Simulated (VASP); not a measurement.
# Mg2Ti2O3 (R-3m) in VASP: notebook

The runs below take Mg2Ti2O3 through single point, with PBE.

All numbers are computed with VASP 6.6.1; they aren't measurements. Logs are shortened: lines on timing, memory, paths and dates and some standing lists are left out, and cuts for length are marked.

## Step 1: The cell of the first run

Symmetry: R-3m, No. 166, trigonal system. The conventional cell has a = 2.943 Å, b = 2.943 Å, c = 30.089 Å, α = 90.00°, β = 90.00°, γ = 120.00°. Within 2.8 Å of Mg (site symmetry 3m) lie 6 O at 2.09 to 2.10 Å. Ti (site symmetry 3m) has 3 O at 2.22 Å and 9 Ti at 2.84 to 2.94 Å within 3.0 Å. Within 2.8 Å of O (site symmetry 3m) lie 3 Mg at 2.09 Å and 3 Ti at 2.22 Å. Within 2.8 Å of O (site symmetry -3m) lie 6 Mg at 2.10 Å.

## Step 2: Single point, PBE

INCAR

```
PREC = Accurate
ENCUT = 520
EDIFF = 1E-7
ISMEAR = 0
SIGMA = 0.1
LREAL = F
LASPH = T
NELM = 100
ALGO = Normal
ISIF = 2
LWAVE = F
LCHARG = F
GGA = PE
NBANDS = 32
```

KPOINTS

```
regular mesh
0
Gamma
  12 12 12
```

POSCAR

```
Mg2Ti2O3
1.0
    1.4713695905      0.8494956292     10.0295179354
   -1.4713695905      0.8494956292     10.0295179354
    0.0000000000     -1.6989912583     10.0295179354
Mg Ti O
2 2 3
Direct
    0.6255314798      0.6255314798      0.6255314798
    0.3744685202      0.3744685202      0.3744685202
    0.8710595754      0.8710595754      0.8710595754
    0.1289404246      0.1289404246      0.1289404246
    0.2519038702      0.2519038702      0.2519038702
    0.7480961298      0.7480961298      0.7480961298
    0.0000000000      0.0000000000      0.0000000000
```

Potentials or basis: VASP PAW PBE potentials, release 64 (Mg, Ti_sv, O).

Command:

```sh
$ cat potpaw_PBE.64/Mg/POTCAR potpaw_PBE.64/Ti_sv/POTCAR potpaw_PBE.64/O/POTCAR > POTCAR
$ mpirun -np 1 vasp_std > vasp.out
```

OUTCAR:

```text
PREC = Accurate
   ENCUT = 520
   EDIFF = 1E-7
   ISMEAR = 0
   LREAL = F
   LASPH = T
   NELM = 100
   ISIF = 2
   GGA = PE

 ion  position               nearest neighbor table
   1  0.626  0.626  0.626-   5 2.09   5 2.09   5 2.09   7 2.10   7 2.10   7 2.10   2 3.00   2 3.00
                             2 3.00   3 3.14   3 3.14   3 3.14
   2  0.374  0.374  0.374-   6 2.09   6 2.09   6 2.09   7 2.10   7 2.10   7 2.10   1 3.00   1 3.00
                             1 3.00   4 3.14   4 3.14   4 3.14
   3  0.871  0.871  0.871-   5 2.22   5 2.22   5 2.22   4 2.84   4 2.84   4 2.84   1 3.14   1 3.14
                             1 3.14
   4  0.129  0.129  0.129-   6 2.22   6 2.22   6 2.22   3 2.84   3 2.84   3 2.84   2 3.14   2 3.14
                             2 3.14
   5  0.252  0.252  0.252-   1 2.09   1 2.09   1 2.09   3 2.22   3 2.22   3 2.22
   6  0.748  0.748  0.748-   2 2.09   2 2.09   2 2.09   4 2.22   4 2.22   4 2.22
   7  0.000  0.000  0.000-   1 2.10   1 2.10   2 2.10   2 2.10   1 2.10   2 2.10

  LATTYP: Found a trigonal (rhomboedric) cell.
 ALAT       =    10.1724039102
 COS(alpha) =     0.9581566588

  Lattice vectors:

 A1 = (   1.4713695905,   0.8494956292,  10.0295179354)
 A2 = (  -1.4713695905,   0.8494956292,  10.0295179354)
 A3 = (   0.0000000000,  -1.6989912583,  10.0295179354)

Analysis of symmetry for initial positions (statically):
=====================================================================
 Subroutine PRICEL returns:
 Original cell was already a primitive cell.

 Routine SETGRP: Setting up the symmetry group for a
 trigonal (rhombohedral) supercell.

 Subroutine GETGRP returns: Found 12 space group operations
 (whereof 12 operations were pure point group operations)
 out of a pool of 12 trial point group operations.

The static configuration has the point symmetry D_3d.

Analysis of symmetry for dynamics (positions and initial velocities):
=====================================================================
 Subroutine PRICEL returns:
 Original cell was already a primitive cell.

 Routine SETGRP: Setting up the symmetry group for a
 trigonal (rhombohedral) supercell.

 Subroutine GETGRP returns: Found 12 space group operations
 (whereof 12 operations were pure point group operations)
 out of a pool of 12 trial point group operations.

The dynamic configuration has the point symmetry D_3d.

 Subroutine INISYM returns: Found 12 space group operations
 (whereof 12 operations are pure point group operations),
 and found     1 'primitive' translations

----------------------------------------------------------------------------------------

                                     Primitive cell

  volume of cell :      75.2167

  direct lattice vectors                    reciprocal lattice vectors
     1.471369590  0.849495629 10.029517935     0.339819447  0.196194849  0.033235230
    -1.471369590  0.849495629 10.029517935    -0.339819447  0.196194849  0.033235230
     0.000000000 -1.698991258 10.029517935     0.000000000 -0.392389698  0.033235230

  length of vectors
    10.172403910 10.172403910 10.172403910     0.393794687  0.393794687  0.393794687

  position of ions in fractional coordinates (direct lattice)
     0.625531480  0.625531480  0.625531480
     0.374468520  0.374468520  0.374468520
     0.871059575  0.871059575  0.871059575
     0.128940425  0.128940425  0.128940425
     0.251903870  0.251903870  0.251903870
     0.748096130  0.748096130  0.748096130
     0.000000000  0.000000000  0.000000000

  ion indices of the primitive-cell ions
   primitive index   ion index
                 1           1
                 2           2
                 3           3
                 4           4
                 5           5
                 6           6
                 7           7

----------------------------------------------------------------------------------------

 KPOINTS: regular mesh

Automatic generation of k-mesh.
 Grid dimensions read from file:
 generate k-points for:   12   12   12

 Generating k-lattice:

  Cartesian coordinates                     Fractional coordinates (reciprocal lattice)
     0.028318287  0.016349571  0.002769602     0.083333333  0.000000000  0.000000000
    -0.028318287  0.016349571  0.002769602     0.000000000  0.083333333  0.000000000
     0.000000000 -0.032699141  0.002769602     0.000000000  0.000000000  0.083333333

  Length of vectors
     0.032816224  0.032816224  0.032816224

  Shift w.r.t. Gamma in fractional coordinates (k-lattice)
     0.000000000  0.000000000  0.000000000

 Subroutine IBZKPT returns following result:
 ===========================================

 Found    189 irreducible k-points:

 Following reciprocal coordinates:
            Coordinates               Weight
  0.000000  0.000000  0.000000      1.000000
  0.083333  0.000000  0.000000      6.000000
  0.166667  0.000000  0.000000      6.000000
  0.250000  0.000000  0.000000      6.000000
  0.333333  0.000000 -0.000000      6.000000
  0.416667  0.000000 -0.000000      6.000000
[... 16 lines left out ...]
  0.500000  0.166667  0.000000     12.000000
 -0.416667  0.166667  0.000000     12.000000
 [... further k-points ...]
   k-points           NKPTS =    189   k-points in BZ     NKDIM =    189   number of bands    NBANDS=     32
   number of dos      NEDOS =    301   number of ions     NIONS =      7
   total plane-waves  NPLWV = 512000
   dimension x,y,z NGX =    80 NGY =   80 NGZ =   80
   dimension x,y,z NGXF=   160 NGYF=  160 NGZF=  160
   ions per type =               2   2   3
   NGX,Y,Z   is equivalent  to a cutoff of  13.07, 13.07, 13.07 a.u.
   NGXF,Y,Z  is equivalent  to a cutoff of  26.15, 26.15, 26.15 a.u.
 SYSTEM =  unknown system
   PREC   = accura    normal or accurate (medium, high low for compatibility)
   ISTART =      0    job   : 0-new  1-cont  2-samecut
   ICHARG =      2    charge: 1-file 2-atom 10-const
   ISPIN  =      1    spin polarized calculation?
   LNONCOLLINEAR =      F non collinear calculations
   LSORBIT =      F    spin-orbit coupling
   LASPH  =      T    aspherical Exc in radial PAW
   ENCUT  =  520.0 eV  38.22 Ry    6.18 a.u.  18.91 18.91 18.91*2*pi/ulx,y,z
   NELM   =    100;   NELMIN=  2; NELMDL= -5     # of ELM steps
   EDIFF  = 0.1E-06   stopping-criterion for ELM
   LREAL  =      F    real-space projection
   EDIFFG = 0.1E-05   stopping-criterion for IOM
   NSW    =      0    number of steps for IOM
   IBRION =     -1    ionic relax: 0-MD 1-quasi-New 2-CG
   NFREE  =      0    steps in history (QN), initial steepest desc. (CG)
   ISIF   =      2    stress and relaxation
   ISYM   =      2    0-nonsym 1-usesym 2-fastsym
   POTIM  = 0.5000    time-step for ionic-motion
   TEBEG  =    0.0;   TEEND  =   0.0 temperature during run
   PSTRESS=    0.0 pullay stress
   NELECT =      46.0000    total number of electrons
   NUPDOWN=      -1.0000    fix difference up-down
   EMIN   =  10.00;   EMAX   =-10.00  energy-range for DOS
   EFERMI =   0.00;   METHOD = LEGACY
   ISMEAR =     0;   SIGMA  =   0.10  broadening in eV -4-tet -1-fermi 0-gaus
   EFERMI_NEDOS =   21; number of points for ismear=-14 and -15
   IALGO  =     38    algorithm
   IMIX   =      4    mixing-type and parameters
     AMIX     =   0.40;   BMIX     =  1.00
     AMIX_MAG =   1.60;   BMIX_MAG =  1.00
  volume/ion in A,a.u.               =      10.75        72.51
  Fermi-wavevector in a.u.,A,eV,Ry     =   1.389599  2.625961 26.272635  1.930984
  Thomas-Fermi vector in A             =   2.513614
   LORBIT       =      0    0 simple, 1 ext, 2 COOP (PROOUT), +10 PAW based schemes
   GGA     = PE    functional components
   LHFCALC =     F    Hartree Fock is set to
   AEXX    =    0.0000 exact exchange contribution
   IVDW    =     0    specifies the selected vdW correction
   LEPSILON=     F    determine dielectric tensor
   LRPA    =     F    only Hartree local field effects (RPA)
 non-spin polarized calculation
 Gauss-broadening in eV      SIGMA  =   0.10
  energy-cutoff  :      520.00
  volume of cell :       75.22
 maximum number of plane-waves:      2078
 NGX is ok and might be reduce to    80
   NGX = 37   NGY = 37   NGZ = 37

 number of electron      45.9999998 magnetization

 Free energy of the ion-electron system (eV)
  ---------------------------------------------------
  ext. energy  EPLUGINS =         0.00000000
  ---------------------------------------------------
  free energy    TOTEN  =       -49.33685776 eV

  energy without entropy =      -49.32064318  energy(sigma->0) =      -49.32875047

 E-fermi :   8.1265     XC(G=0): -11.5781

 val. band max:        8.1047442503   @ k =   0.5000   0.2500   0.2500
 cond. band min:       8.1390894405   @ k =  -0.1667  -0.2500   0.0833
 fundamental gap:      0.0343451902
 Fermi energy:         8.1265189819

 k-point     1 :       0.0000    0.0000    0.0000
  band No.  band energies     occupation
      1     -49.0043      2.00000
      2     -48.9260      2.00000
      3     -25.4590      2.00000
      4     -25.0815      2.00000
      5     -24.9985      2.00000
      6     -24.9985      2.00000
[... 24 lines left out ...]
     31      10.7747      0.00000
     32      10.7747      0.00000

 k-point     2 :       0.0833    0.0000    0.0000
  band No.  band energies     occupation
      1     -48.9983      2.00000
      2     -48.9223      2.00000
      3     -25.4477      2.00000
      4     -25.1027      2.00000
      5     -25.0094      2.00000
      6     -25.0076      2.00000
[... 24 lines left out ...]
     31      10.8306      0.00000
     32      11.2851      0.00000
[... 733 lines left out ...]
     31      12.9381      0.00000
     32      14.4774      0.00000

 k-point    24 :      -0.4167    0.1667    0.0000
  band No.  band energies     occupation
      1     -48.8978      2.00000
      2     -48.8790      2.00000
      3     -25.4785      2.00000
      4     -25.4298      2.00000
      5     -25.2202      2.00000
      6     -25.1747      2.00000
[... 24 lines left out ...]
     31      13.8045      0.00000
     32      14.0185      0.00000

 [... further k-points ...]
[... 5 lines left out ...]
  --------------------------------------------------------------------------------------
  -------------------------------------------------------------------------------------
  Total       -0.1507947     -0.1507947     -0.1531450      0.0000000     -0.0000000      0.0000000
  in kB       -3.2120520     -3.2120520     -3.2621150      0.0000000     -0.0000000      0.0000000
  external PRESSURE =      -3.2287396 kB  Pullay stress =       0.0000000 kB

 VOLUME and BASIS-vectors are now :
 -----------------------------------------------------------------------------
  energy-cutoff  :      520.00
  volume of cell :       75.22
      direct lattice vectors                 reciprocal lattice vectors
     1.471369590  0.849495629 10.029517935     0.339819447  0.196194849  0.033235230
    -1.471369590  0.849495629 10.029517935    -0.339819447  0.196194849  0.033235230
     0.000000000 -1.698991258 10.029517935     0.000000000 -0.392389698  0.033235230

 POSITION                                       TOTAL-FORCE (eV/Angst)
 -----------------------------------------------------------------------------------
      0.00000      0.00000     18.82134         0.000000      0.000000      0.005476
      0.00000      0.00000     11.26722         0.000000     -0.000000     -0.005476
      0.00000      0.00000     26.20892         0.000000     -0.000000     -0.024511
      0.00000      0.00000      3.87963         0.000000      0.000000      0.024511
      0.00000      0.00000      7.57942         0.000000      0.000000      0.042763
      0.00000      0.00000     22.50913         0.000000     -0.000000     -0.042763
      0.00000      0.00000      0.00000         0.000000     -0.000000      0.000000
 -----------------------------------------------------------------------------------
    total drift:                               -0.000000      0.000000     -0.000000

  FREE ENERGIE OF THE ION-ELECTRON SYSTEM (eV)
  ---------------------------------------------------
  free  energy   TOTEN  =       -49.3368577609 eV

  energy  without entropy=      -49.3206431831  energy(sigma->0) =      -49.32875047
```

It took 52 min on 1 thread of Intel Xeon 6975P-C (Granite Rapids), shared host; peak memory 1.2 GiB.

What came out:

```yaml
Free_energy: -49.3369 eV
Pressure: -0.3 GPa
Largest_force: 0.043 eV/Å
Band_gap_on_the_k_mesh: zero (bands 23 and 24 overlap by 0.58 eV)
```

Forces on the atoms (eV/Å):
```
Mg   0.000  0.000  0.005
Mg   0.000  0.000 -0.005
Ti   0.000  0.000 -0.025
Ti   0.000  0.000  0.025
O    0.000  0.000  0.043
O    0.000  0.000 -0.043
O    0.000  0.000  0.000
```

Levels at points of the mesh, in eV from the Fermi level:
| k point | band 21 | band 22 | band 23 | band 24 | band 25 | band 26 |
| --- | --- | --- | --- | --- | --- | --- |
| (0.00, 0.00, 0.00) | -3.02 | -1.06 | 0.51 | 0.70 | 0.70 | 0.96 |
| (0.50, 0.00, 0.00) | -1.45 | -1.40 | -1.25 | 0.56 | 1.43 | 2.69 |
| (0.50, 0.50, 0.00) | -1.47 | -1.44 | -1.18 | 0.57 | 1.44 | 2.83 |
| (0.50, 0.50, 0.50) | -2.58 | -1.31 | 0.53 | 0.70 | 0.70 | 0.95 |

## Step 3: Single point, PBE

INCAR

```
SYSTEM = Mg2Ti2O3
PREC = Accurate
ENCUT = 520
EDIFF = 1E-6
ISMEAR = 0
SIGMA = 0.1
LREAL = .False.
LASPH = .True.
NELM = 100
ALGO = Normal
ISIF = 2
LWAVE = .False.
LCHARG = .False.
GGA = PE
NBANDS = 32
```

KPOINTS

```
Automatic mesh
0
Gamma
  12 12 12
  0 0 0
```

POSCAR is that of step 2.

Potentials or basis: VASP PAW PBE potentials, release 64 (Mg, Ti_sv, O).

Command:

```sh
$ cat potpaw_PBE.64/Mg/POTCAR potpaw_PBE.64/Ti_sv/POTCAR potpaw_PBE.64/O/POTCAR > POTCAR
$ mpirun -np 1 vasp_std > vasp.out
```

It took 44 min on 1 thread of Intel Xeon 6975P-C (Granite Rapids), shared host; peak memory 1.2 GiB.

Results (log left out):

```yaml
Free_energy: -49.3369 eV
Pressure: -0.3 GPa
Largest_force: 0.044 eV/Å
Band_gap_on_the_k_mesh: zero (bands 23 and 24 overlap by 0.58 eV)
```

Forces on the atoms (eV/Å):
```
Mg   0.000  0.000  0.005
Mg   0.000  0.000 -0.005
Ti   0.000  0.000 -0.025
Ti   0.000  0.000  0.025
O    0.000  0.000  0.044
O    0.000  0.000 -0.044
O    0.000  0.000  0.000
```

Levels at points of the mesh, in eV from the Fermi level:
| k point | band 21 | band 22 | band 23 | band 24 | band 25 | band 26 |
| --- | --- | --- | --- | --- | --- | --- |
| (0.00, 0.00, 0.00) | -3.02 | -1.06 | 0.51 | 0.70 | 0.70 | 0.96 |
| (0.50, 0.00, 0.00) | -1.45 | -1.40 | -1.25 | 0.56 | 1.43 | 2.69 |
| (0.50, 0.50, 0.00) | -1.47 | -1.44 | -1.18 | 0.57 | 1.44 | 2.83 |
| (0.50, 0.50, 0.50) | -2.58 | -1.31 | 0.53 | 0.70 | 0.70 | 0.95 |

The gap in the log of VASP goes by the Fermi energy; the results here count the filled bands.